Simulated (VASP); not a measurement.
# H in VASP: settings compared

Aim: see how the results for H move with the level of theory and the settings. Levels: r2SCAN0, r2SCANh. Tasks: single point.

Program: VASP 6.6.1. These are calculated values, not measurements. Logs are shortened: lines on timing, memory, paths and dates and some standing lists are left out, and cuts for length are marked.

## Step 1: The cell of the first run

The cell holds a single atom in a box, 1 atom: a = 14.000 Å, b = 14.400 Å, c = 14.800 Å, α = 90.00°, β = 90.00°, γ = 90.00°.

## Step 2: Single point, r2SCAN0, collinear spin

The input, POSCAR:

```
H
1.0
   14.0000000000      0.0000000000      0.0000000000
    0.0000000000     14.4000000000      0.0000000000
    0.0000000000      0.0000000000     14.8000000000
H
1
Direct
    0.5000000000      0.5000000000      0.5000000000
```

The input, INCAR.step1:

```
SYSTEM = H
PREC = Accurate
ENCUT = 520
EDIFF = 1E-5
ISMEAR = -1
SIGMA = 0.01
LREAL = .FALSE.
LASPH = .TRUE.
NELM = 150
ALGO = Normal
ISIF = 2
LWAVE = .TRUE.
LCHARG = .FALSE.
ISPIN = 2
MAGMOM = 1
LORBIT = 11
GGA = PE
ISYM = 0
NBANDS = 10
```

The input, INCAR.step2:

```
SYSTEM = H
PREC = Accurate
ENCUT = 520
EDIFF = 1E-6
ISMEAR = -1
SIGMA = 0.01
LREAL = .FALSE.
LASPH = .TRUE.
NELM = 150
ALGO = Normal
ISIF = 2
LWAVE = .FALSE.
LCHARG = .FALSE.
ISPIN = 2
MAGMOM = 1
LORBIT = 11
METAGGA = R2SCAN
LHFCALC = .TRUE.
AEXX = 0.25
LMIXTAU = .TRUE.
PRECFOCK = Normal
ISTART = 1
ISYM = 0
NBANDS = 10
```

The input, KPOINTS:

```
Automatic mesh
0
G
  1 1 1
  0 0 0
```

Potentials or basis: VASP PAW PBE potentials, release 64 (H).

The run is started by

```sh
$ cat potpaw_PBE.64/H/POTCAR > POTCAR
$ cp INCAR.step1 INCAR
$ mpirun -np 1 vasp_gam > vasp.out
$ cp INCAR.step2 INCAR
$ mpirun -np 1 vasp_gam > vasp.out
```

OUTCAR:

```text
SYSTEM = H
   PREC = Accurate
   ENCUT = 520
   EDIFF = 1E-6
   ISMEAR = -1
   LREAL = .FALSE.
   LASPH = .TRUE.
   NELM = 150
   ISIF = 2
   ISPIN = 2
   LORBIT = 11
   METAGGA = R2SCAN
   LHFCALC = .TRUE.
   AEXX = 0.25
   PRECFOCK = Normal
   ISTART = 1
   ISYM = 0

 ion  position               nearest neighbor table
   1  0.500  0.500  0.500-

IMPORTANT INFORMATION: All symmetrisations will be switched off!
NOSYMM: (Re-)initialisation of all symmetry stuff for point group C_1.

----------------------------------------------------------------------------------------

                                     Primitive cell

  volume of cell :    2983.6800

  direct lattice vectors                    reciprocal lattice vectors
    14.000000000  0.000000000  0.000000000     0.071428571  0.000000000  0.000000000
     0.000000000 14.400000000  0.000000000     0.000000000  0.069444444  0.000000000
     0.000000000  0.000000000 14.800000000     0.000000000  0.000000000  0.067567568

  length of vectors
    14.000000000 14.400000000 14.800000000     0.071428571  0.069444444  0.067567568

  position of ions in fractional coordinates (direct lattice)
     0.500000000  0.500000000  0.500000000

  ion indices of the primitive-cell ions
   primitive index   ion index
                 1           1

----------------------------------------------------------------------------------------

 KPOINTS: Automatic mesh

Automatic generation of k-mesh.
 Grid dimensions read from file:
 generate k-points for:    1    1    1

 Generating k-lattice:

  Cartesian coordinates                     Fractional coordinates (reciprocal lattice)
     0.071428571  0.000000000  0.000000000     1.000000000  0.000000000  0.000000000
     0.000000000  0.069444444  0.000000000     0.000000000  1.000000000  0.000000000
     0.000000000  0.000000000  0.067567568     0.000000000  0.000000000  1.000000000

  Length of vectors
     0.071428571  0.069444444  0.067567568

  Shift w.r.t. Gamma in fractional coordinates (k-lattice)
     0.000000000  0.000000000  0.000000000

 Subroutine IBZKPT returns following result:
 ===========================================

 Found      1 irreducible k-points:

 Following reciprocal coordinates:
            Coordinates               Weight
  0.000000  0.000000  0.000000      1.000000
   k-points           NKPTS =      1   k-points in BZ     NKDIM =      1   number of bands    NBANDS=     10
   number of dos      NEDOS =    301   number of ions     NIONS =      1
   total plane-waves  NPLWV = ******
   dimension x,y,z NGX =   108 NGY =  108 NGZ =  112
   dimension x,y,z NGXF=   216 NGYF=  216 NGZF=  224
   ions per type =               1
   NGX,Y,Z   is equivalent  to a cutoff of  12.82, 12.47, 12.58 a.u.
   NGXF,Y,Z  is equivalent  to a cutoff of  25.65, 24.94, 25.16 a.u.
 SYSTEM =  H
   PREC   = accura    normal or accurate (medium, high low for compatibility)
   ISTART =      1    job   : 0-new  1-cont  2-samecut
   ICHARG =      0    charge: 1-file 2-atom 10-const
   ISPIN  =      2    spin polarized calculation?
   LNONCOLLINEAR =      F non collinear calculations
   LSORBIT =      F    spin-orbit coupling
   LASPH  =      T    aspherical Exc in radial PAW
   ENCUT  =  520.0 eV  38.22 Ry    6.18 a.u.  26.03 26.77 27.52*2*pi/ulx,y,z
   NELM   =    150;   NELMIN=  2; NELMDL=  0     # of ELM steps
   EDIFF  = 0.1E-05   stopping-criterion for ELM
   LREAL  =      F    real-space projection
   EDIFFG = 0.1E-04   stopping-criterion for IOM
   NSW    =      0    number of steps for IOM
   IBRION =     -1    ionic relax: 0-MD 1-quasi-New 2-CG
   NFREE  =      0    steps in history (QN), initial steepest desc. (CG)
   ISIF   =      2    stress and relaxation
   ISYM   =      0    0-nonsym 1-usesym 2-fastsym
   POTIM  = 0.5000    time-step for ionic-motion
   TEBEG  =    0.0;   TEEND  =   0.0 temperature during run
   PSTRESS=    0.0 pullay stress
   NELECT =       1.0000    total number of electrons
   NUPDOWN=      -1.0000    fix difference up-down
   EMIN   =  10.00;   EMAX   =-10.00  energy-range for DOS
   EFERMI =   0.00;   METHOD = LEGACY
   ISMEAR =    -1;   SIGMA  =   0.01  broadening in eV -4-tet -1-fermi 0-gaus
   EFERMI_NEDOS =   21; number of points for ismear=-14 and -15
   IALGO  =     38    algorithm
   IMIX   =      1    mixing-type and parameters
     AMIX     =   0.40;   BMIX     =  1.00
     AMIX_MAG =   1.60;   BMIX_MAG =  1.00
  volume/ion in A,a.u.               =    2983.68     20134.87
  Fermi-wavevector in a.u.,A,eV,Ry     =   0.113717  0.214893  0.175943  0.012931
  Thomas-Fermi vector in A             =   0.719061
   LORBIT       =     11    0 simple, 1 ext, 2 COOP (PROOUT), +10 PAW based schemes
   METAGGA = R2SCAN    functional components
   LHFCALC =     T    Hartree Fock is set to
   PRECFOCK=normal    Normal, Fast or Accurate (Low or Medium for compatibility)
   ENCUT4O =  -1.0   cutoff for four orbital integrals eV
   NKREDX  =     1    reduce k-point grid by
   NKREDY  =     1    reduce k-point grid by
   NKREDZ  =     1    reduce k-point grid by
   AEXX    =    0.2500 exact exchange contribution
   HFSCREEN=    0.0000 screening length (either q_TF or 0.3 A-1)
   HFSCREENC=   0.0000 screening length for correlation (either q_TF or 0.3 A-1)
   ENCUTFOCK=  -1.0 apply spherical cutoff to Coloumb kernel
   IVDW    =     0    specifies the selected vdW correction
   LEPSILON=     F    determine dielectric tensor
   LRPA    =     F    only Hartree local field effects (RPA)
 spin polarized calculation
  energy-cutoff  :      520.00
  volume of cell :     2983.68
 maximum number of plane-waves:     40220
 NGX is ok and might be reduce to   108
  NGX = 80; NGY = 84; NGZ = 84

 number of electron       1.0000000 magnetization       1.0000000

 Free energy of the ion-electron system (eV)
  ---------------------------------------------------
  ext. energy  EPLUGINS =         0.00000000
  ---------------------------------------------------
  free energy    TOTEN  =        -1.77763535 eV

  energy without entropy =       -1.77763535  energy(sigma->0) =       -1.77763535

 E-fermi :  -9.1581     XC(G=0):  -0.1549

 val. band max:       -9.4076296924   @ k =   0.0000   0.0000   0.0000
 cond. band min:      -2.2199427480   @ k =   0.0000   0.0000   0.0000
 fundamental gap:      7.1876869443
 Fermi energy:        -9.1581469072

 spin component 1

 k-point     1 :       0.0000    0.0000    0.0000
  band No.  band energies     occupation
      1      -9.4076      1.00000
      2      -0.0194      0.00000
      3       0.6048      0.00000
      4       0.6430      0.00000
      5       0.6789      0.00000
      6       0.6840      0.00000
      7       0.7208      0.00000
      8       0.7687      0.00000
      9       1.2593      0.00000
     10       1.2714      0.00000
 Fermi energy:        -9.1581469072

 spin component 2

 k-point     1 :       0.0000    0.0000    0.0000
  band No.  band energies     occupation
      1      -2.2199      0.00000
      2      -0.1651      0.00000
      3       0.0381      0.00000
      4       0.0540      0.00000
      5       0.0802      0.00000
      6       0.4754      0.00000
      7       0.6057      0.00000
      8       0.6455      0.00000
      9       0.9517      0.00000
     10       0.9776      0.00000

------------------------ aborting loop because EDIFF is reached ----------------------------------------

  FORCE on cell =-STRESS in cart. coord.  units (eV):
  Direction    XX          YY          ZZ          XY          YZ          ZX
  --------------------------------------------------------------------------------------
  -------------------------------------------------------------------------------------
  Total       -0.0119562     -0.0118346     -0.0118255      0.0000000     -0.0000000      0.0000000
  in kB       -0.0064203     -0.0063550     -0.0063501      0.0000000     -0.0000000      0.0000000
  external PRESSURE =      -0.0063751 kB  Pullay stress =       0.0000000 kB

 VOLUME and BASIS-vectors are now :
 -----------------------------------------------------------------------------
  energy-cutoff  :      520.00
  volume of cell :     2983.68
      direct lattice vectors                 reciprocal lattice vectors
    14.000000000  0.000000000  0.000000000     0.071428571  0.000000000  0.000000000
     0.000000000 14.400000000  0.000000000     0.000000000  0.069444444  0.000000000
     0.000000000  0.000000000 14.800000000     0.000000000  0.000000000  0.067567568

 POSITION                                       TOTAL-FORCE (eV/Angst)
 -----------------------------------------------------------------------------------
      7.00000      7.20000      7.40000        -0.000000     -0.000000      0.000000
 -----------------------------------------------------------------------------------
    total drift:                               -0.000000     -0.000000      0.000000

  FREE ENERGIE OF THE ION-ELECTRON SYSTEM (eV)
  ---------------------------------------------------
  free  energy   TOTEN  =        -1.7776353541 eV

  energy  without entropy=       -1.7776353541  energy(sigma->0) =       -1.77763535

 total charge

# of ion       s       p       d       tot
------------------------------------------
    1        0.383   0.000   0.000   0.383

 magnetization (x)

# of ion       s       p       d       tot
------------------------------------------
    1        0.383   0.000   0.000   0.383
```

It took 39 min on 1 thread of Intel Xeon Platinum 8259CL at 2.50GHz (Skylake/Cascade Lake), shared host; peak memory 3.4 GiB.

What came out:

| Item | Value |
| --- | --- |
| Free energy | -1.7776 eV |
| Pressure | 0.0 GPa |
| Band gap on the k mesh | 7.19 eV |
| Net moment | 1.00 μB per cell |
| Site moments | H +0.38 μB |
| Valence electrons inside the program's atomic spheres | H 0.38 |

Caveat: the PAW data sets were made with another functional, which shifts forces and pressure a little.

## Step 3: Single point, r2SCANh, collinear spin

POSCAR is that of step 2.

The input, INCAR.step1:

```
  ALGO = Normal
  EDIFF = 1E-5
  ENCUT = 520
  GGA = PE
  ISIF = 2
  ISMEAR = -1
  ISPIN = 2
  ISYM = 0
  LASPH = T
  LCHARG = F
  LORBIT = 11
  LREAL = F
  LWAVE = T
  MAGMOM = 1
  NBANDS = 10
  NELM = 150
  PREC = Accurate
  SIGMA = 0.01
```

The input, INCAR.step2:

```
  AEXX = 0.1
  ALGO = Normal
  EDIFF = 1E-6
  ENCUT = 520
  ISIF = 2
  ISMEAR = -1
  ISPIN = 2
  ISTART = 1
  ISYM = 0
  LASPH = T
  LCHARG = F
  LHFCALC = T
  LMIXTAU = T
  LORBIT = 11
  LREAL = F
  LWAVE = F
  MAGMOM = 1
  METAGGA = R2SCAN
  NBANDS = 10
  NELM = 150
  PREC = Accurate
  PRECFOCK = Normal
  SIGMA = 0.01
```

The input, KPOINTS:

```
k-points
0
Gamma
  1 1 1
```

Potentials or basis: VASP PAW PBE potentials, release 64 (H).

The run is started by

```sh
$ cat potpaw_PBE.64/H/POTCAR > POTCAR
$ cp INCAR.step1 INCAR
$ mpirun -np 1 vasp_gam > vasp.out
$ cp INCAR.step2 INCAR
$ mpirun -np 1 vasp_gam > vasp.out
```

OUTCAR:

```text
AEXX = 0.1
   EDIFF = 1E-6
   ENCUT = 520
   ISIF = 2
   ISMEAR = -1
   ISPIN = 2
   ISTART = 1
   ISYM = 0
   LASPH = T
   LHFCALC = T
   LORBIT = 11
   LREAL = F
   METAGGA = R2SCAN
   NELM = 150
   PREC = Accurate
   PRECFOCK = Normal

 ion  position               nearest neighbor table
   1  0.500  0.500  0.500-

IMPORTANT INFORMATION: All symmetrisations will be switched off!
[... 168 lines left out ...]
  --------------------------------------------------------------------------------------
  -------------------------------------------------------------------------------------
  Total       -0.0109684     -0.0108433     -0.0108156      0.0000000      0.0000000     -0.0000000
  in kB       -0.0058898     -0.0058226     -0.0058078      0.0000000      0.0000000     -0.0000000
  external PRESSURE =      -0.0058401 kB  Pullay stress =       0.0000000 kB

 VOLUME and BASIS-vectors are now :
 -----------------------------------------------------------------------------
  energy-cutoff  :      520.00
  volume of cell :     2983.68
      direct lattice vectors                 reciprocal lattice vectors
    14.000000000  0.000000000  0.000000000     0.071428571  0.000000000  0.000000000
     0.000000000 14.400000000  0.000000000     0.000000000  0.069444444  0.000000000
     0.000000000  0.000000000 14.800000000     0.000000000  0.000000000  0.067567568

 POSITION                                       TOTAL-FORCE (eV/Angst)
 -----------------------------------------------------------------------------------
      7.00000      7.20000      7.40000        -0.000000     -0.000000      0.000000
 -----------------------------------------------------------------------------------
    total drift:                               -0.000000     -0.000000      0.000000

  FREE ENERGIE OF THE ION-ELECTRON SYSTEM (eV)
  ---------------------------------------------------
  free  energy   TOTEN  =        -1.3843019915 eV

  energy  without entropy=       -1.3843019914  energy(sigma->0) =       -1.38430199

 total charge

# of ion       s       p       d       tot
------------------------------------------
    1        0.383   0.000   0.000   0.383

 magnetization (x)

# of ion       s       p       d       tot
------------------------------------------
    1        0.383   0.000   0.000   0.383
```

It took 36 min on 1 thread of Intel Xeon Platinum 8259CL at 2.50GHz (Skylake/Cascade Lake), shared host; peak memory 3.4 GiB.

What came out:

```
Free energy                                           : -1.3843 eV
Pressure                                              : 0.0 GPa
Band gap on the k mesh                                : 6.45 eV
Net moment                                            : 1.00 μB per cell
Site moments                                          : H +0.38 μB
Valence electrons inside the program's atomic spheres : H 0.38
```

Caveat: the PAW data sets were made with another functional, which shifts forces and pressure a little.
